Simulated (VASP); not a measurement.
# SnSe (I4/mmm) in VASP: single point with r2SCAN

Aim: the single point of SnSe with r2SCAN.

Program: VASP 6.6.1. These are calculated values, not measurements. Logs are shortened: lines on timing, memory, paths and dates and some standing lists are left out, and cuts for length are marked.

## Step 1: The cell of the first run

The structure is tetragonal, space group I4/mmm (No. 139). The conventional cell has a = 4.257 Å, b = 4.257 Å, c = 6.381 Å, α = 90.00°, β = 90.00°, γ = 90.00°. Sn (site symmetry 4/mmm) has 6 Se at 3.01 to 3.19 Å within 4.0 Å. Se (site symmetry 4/mmm) has 6 Sn at 3.01 to 3.19 Å within 4.0 Å.

## Step 2: Single point, r2SCAN (strain +0.0600 x Voigt [1, 0, 0, 0, 0, 0])

Contents of POSCAR:

```
SnSe
1.0
    0.0000000000      3.0100000000      3.0100000000
    3.1906000000      0.0000000000      3.0100000000
    3.1906000000      3.0100000000      0.0000000000
Sn Se
1 1
Direct
    0.0000000000      0.0000000000      0.0000000000
    0.5000000000      0.5000000000      0.5000000000
```

Contents of INCAR.step1:

```
SYSTEM = SnSe
PREC = Accurate
ENCUT = 520
ISMEAR = 0
SIGMA = 0.05
LREAL = .False.
LASPH = .True.
NELM = 60
NBANDS = 17
GGA = PE
ALGO = Normal
EDIFF = 1E-4
LWAVE = .True.
LCHARG = .False.
```

Contents of INCAR.step2:

```
SYSTEM = SnSe
PREC = Accurate
ENCUT = 520
EDIFF = 1E-7
ISMEAR = 0
SIGMA = 0.05
LREAL = .False.
LASPH = .True.
NELM = 60
ALGO = Normal
ISIF = 2
LWAVE = .False.
LCHARG = .False.
METAGGA = R2SCAN
LMIXTAU = .True.
NBANDS = 17
ISTART = 1
```

Contents of KPOINTS:

```
Automatic mesh
0
Gamma
  10 10 10
  0 0 0
```

Potentials or basis: VASP PAW PBE potentials, release 64 (Sn_d, Se).

On the command line:

```
$ cat potpaw_PBE.64/Sn_d/POTCAR potpaw_PBE.64/Se/POTCAR > POTCAR
$ cp INCAR.step1 INCAR
$ mpirun -np 1 vasp_std > vasp.out
$ cp INCAR.step2 INCAR
$ mpirun -np 1 vasp_std > vasp.out
```

OUTCAR:

```text
SYSTEM = SnSe
   PREC = Accurate
   ENCUT = 520
   EDIFF = 1E-7
   ISMEAR = 0
   LREAL = .False.
   LASPH = .True.
   NELM = 60
   ISIF = 2
   METAGGA = R2SCAN
   ISTART = 1

 ion  position               nearest neighbor table
   1  0.000  0.000  0.000-   2 3.01   2 3.01   2 3.01   2 3.01   2 3.19   2 3.19
   2  0.500  0.500  0.500-   1 3.01   1 3.01   1 3.01   1 3.01   1 3.19   1 3.19

  LATTYP: Found a body centered tetragonal cell.
 ALAT       =     4.2567828227
 C/A-ratio  =     1.4990663761

  Lattice vectors:

 A1 = (   3.1906000000,   0.0000000000,   3.0100000000)
 A2 = (   3.1906000000,   0.0000000000,  -3.0100000000)
 A3 = (  -3.1906000000,   3.0100000000,   0.0000000000)

Analysis of symmetry for initial positions (statically):
=====================================================================
 Subroutine PRICEL returns:
 Original cell was already a primitive cell.

 Routine SETGRP: Setting up the symmetry group for a
 body centered tetragonal supercell.

 Subroutine GETGRP returns: Found 16 space group operations
 (whereof 16 operations were pure point group operations)
 out of a pool of 16 trial point group operations.

The static configuration has the point symmetry D_4h.

Analysis of symmetry for dynamics (positions and initial velocities):
=====================================================================
 Subroutine PRICEL returns:
 Original cell was already a primitive cell.

 Routine SETGRP: Setting up the symmetry group for a
 body centered tetragonal supercell.

 Subroutine GETGRP returns: Found 16 space group operations
 (whereof 16 operations were pure point group operations)
 out of a pool of 16 trial point group operations.

The dynamic configuration has the point symmetry D_4h.

 Subroutine INISYM returns: Found 16 space group operations
 (whereof 16 operations are pure point group operations),
 and found     1 'primitive' translations

----------------------------------------------------------------------------------------

                                     Primitive cell

  volume of cell :      57.8143

  direct lattice vectors                    reciprocal lattice vectors
     0.000000000  3.010000000  3.010000000    -0.156710337  0.166112957  0.166112957
     3.190600000  0.000000000  3.010000000     0.156710337 -0.166112957  0.166112957
     3.190600000  3.010000000  0.000000000     0.156710337  0.166112957 -0.166112957

[... 75 lines left out ...]
   ISTART =      1    job   : 0-new  1-cont  2-samecut
   ICHARG =      0    charge: 1-file 2-atom 10-const
   ISPIN  =      1    spin polarized calculation?
   LNONCOLLINEAR =      F non collinear calculations
   LSORBIT =      F    spin-orbit coupling
   LASPH  =      T    aspherical Exc in radial PAW
   ENCUT  =  520.0 eV  38.22 Ry    6.18 a.u.   7.91  8.16  8.16*2*pi/ulx,y,z
   NELM   =     60;   NELMIN=  2; NELMDL=  0     # of ELM steps
   EDIFF  = 0.1E-06   stopping-criterion for ELM
   LREAL  =      F    real-space projection
   EDIFFG = 0.1E-05   stopping-criterion for IOM
   NSW    =      0    number of steps for IOM
   IBRION =     -1    ionic relax: 0-MD 1-quasi-New 2-CG
   NFREE  =      0    steps in history (QN), initial steepest desc. (CG)
   ISIF   =      2    stress and relaxation
   ISYM   =      2    0-nonsym 1-usesym 2-fastsym
   POTIM  = 0.5000    time-step for ionic-motion
   TEBEG  =    0.0;   TEEND  =   0.0 temperature during run
   PSTRESS=    0.0 pullay stress
   NELECT =      20.0000    total number of electrons
   NUPDOWN=      -1.0000    fix difference up-down
   EMIN   =  10.00;   EMAX   =-10.00  energy-range for DOS
   EFERMI =   0.00;   METHOD = LEGACY
   ISMEAR =     0;   SIGMA  =   0.05  broadening in eV -4-tet -1-fermi 0-gaus
   EFERMI_NEDOS =   21; number of points for ismear=-14 and -15
   IALGO  =     38    algorithm
   IMIX   =      4    mixing-type and parameters
     AMIX     =   0.40;   BMIX     =  1.00
     AMIX_MAG =   1.60;   BMIX_MAG =  1.00
  volume/ion in A,a.u.               =      28.91       195.08
  Fermi-wavevector in a.u.,A,eV,Ry     =   1.149228  2.171727 17.969570  1.320726
  Thomas-Fermi vector in A             =   2.285899
   LORBIT       =      0    0 simple, 1 ext, 2 COOP (PROOUT), +10 PAW based schemes
   METAGGA = R2SCAN    functional components
   LHFCALC =     F    Hartree Fock is set to
   AEXX    =    0.0000 exact exchange contribution
   IVDW    =     0    specifies the selected vdW correction
   LEPSILON=     F    determine dielectric tensor
   LRPA    =     F    only Hartree local field effects (RPA)
 non-spin polarized calculation
 Gauss-broadening in eV      SIGMA  =   0.05
  energy-cutoff  :      520.00
  volume of cell :       57.81
 maximum number of plane-waves:      1574
   NGX = 15   NGY = 17   NGZ = 17

 number of electron      19.9999999 magnetization

 Free energy of the ion-electron system (eV)
  ---------------------------------------------------
  ext. energy  EPLUGINS =         0.00000000
  ---------------------------------------------------
  free energy    TOTEN  =       -39.81058078 eV

  energy without entropy =      -39.81058070  energy(sigma->0) =      -39.81058074

 E-fermi :   5.2215     XC(G=0):  -9.8988

 val. band max:        5.0798290654   @ k =   0.5000  -0.0000  -0.0000
 cond. band min:       5.3630909035   @ k =   0.5000  -0.0000  -0.0000
 fundamental gap:      0.2832618380
 Fermi energy:         5.2214611263

 k-point     1 :       0.0000    0.0000    0.0000
  band No.  band energies     occupation
      1     -17.5105      2.00000
      2     -17.5008      2.00000
      3     -17.5008      2.00000
      4     -17.4792      2.00000
      5     -17.4779      2.00000
      6      -9.2635      2.00000
[... 457 lines left out ...]
      4     -17.4904      2.00000
      5     -17.4647      2.00000
      6      -8.3624      2.00000
[... 9 lines left out ...]
     16      16.0363      0.00000
     17      16.7037      0.00000

 [... further k-points ...]
[... 5 lines left out ...]
  --------------------------------------------------------------------------------------
  -------------------------------------------------------------------------------------
  Total       -2.0069556     -0.2739256     -0.2739256     -0.0000000      0.0000000      0.0000000
  in kB      -55.6176966     -7.5911547     -7.5911547     -0.0000000      0.0000000      0.0000000
  external PRESSURE =     -23.6000020 kB  Pullay stress =       0.0000000 kB

 VOLUME and BASIS-vectors are now :
 -----------------------------------------------------------------------------
  energy-cutoff  :      520.00
  volume of cell :       57.81
      direct lattice vectors                 reciprocal lattice vectors
     0.000000000  3.010000000  3.010000000    -0.156710337  0.166112957  0.166112957
     3.190600000  0.000000000  3.010000000     0.156710337 -0.166112957  0.166112957
     3.190600000  3.010000000  0.000000000     0.156710337  0.166112957 -0.166112957

 POSITION                                       TOTAL-FORCE (eV/Angst)
 -----------------------------------------------------------------------------------
      0.00000      0.00000      0.00000         0.000000      0.000000      0.000000
      3.19060      3.01000      3.01000        -0.000000     -0.000000      0.000000
 -----------------------------------------------------------------------------------
    total drift:                                0.000000     -0.000000     -0.000000

  FREE ENERGIE OF THE ION-ELECTRON SYSTEM (eV)
  ---------------------------------------------------
  free  energy   TOTEN  =       -39.8105807769 eV

  energy  without entropy=      -39.8105807030  energy(sigma->0) =      -39.81058074
```

OUTCAR.step1:

```text
SYSTEM = SnSe
   PREC = Accurate
   ENCUT = 520
   ISMEAR = 0
   LREAL = .False.
   LASPH = .True.
[... 702 lines left out ...]
      0.00000      0.00000      0.00000        -0.000000     -0.000000     -0.000000
      3.19060      3.01000      3.01000         0.000000      0.000000      0.000000
 -----------------------------------------------------------------------------------
    total drift:                                0.000000     -0.000000     -0.000000

  FREE ENERGIE OF THE ION-ELECTRON SYSTEM (eV)
  ---------------------------------------------------
  free  energy   TOTEN  =        -8.1705394355 eV

  energy  without entropy=       -8.1705394355  energy(sigma->0) =       -8.17053944
```

Wall time 4.1 min (1 thread of Intel Xeon Platinum 8488C (Sapphire Rapids), shared host); peak memory 0.27 GiB.

What came out:

- Free energy: -39.8106 eV
- Pressure: -2.4 GPa
- Band gap on the k mesh: 0.28 eV, direct

Levels at points of the mesh, in eV from the valence-band top:
| k point | band 8 | band 9 | band 10 | band 11 | band 12 | band 13 |
| --- | --- | --- | --- | --- | --- | --- |
| (0.00, 0.00, 0.00) | -2.65 | -2.65 | -2.13 | 3.30 | 4.59 | 4.59 |
| (0.50, 0.00, 0.00) | -2.27 | -2.17 | 0.00 | 0.28 | 1.08 | 1.30 |
| (0.50, 0.50, 0.00) | -5.60 | -4.18 | -3.54 | 3.25 | 4.36 | 5.73 |
| (0.00, 0.50, 0.50) | -5.45 | -3.76 | -3.76 | 3.42 | 5.23 | 5.35 |

Caveat: the cell differs from its parent crystal (strain +0.0600 x Voigt [1, 0, 0, 0, 0, 0]); the PAW data sets were made with another functional, which shifts forces and pressure a little; spin-orbit coupling is left out, which moves the levels of the heavy elements. A k mesh can miss the band edges.
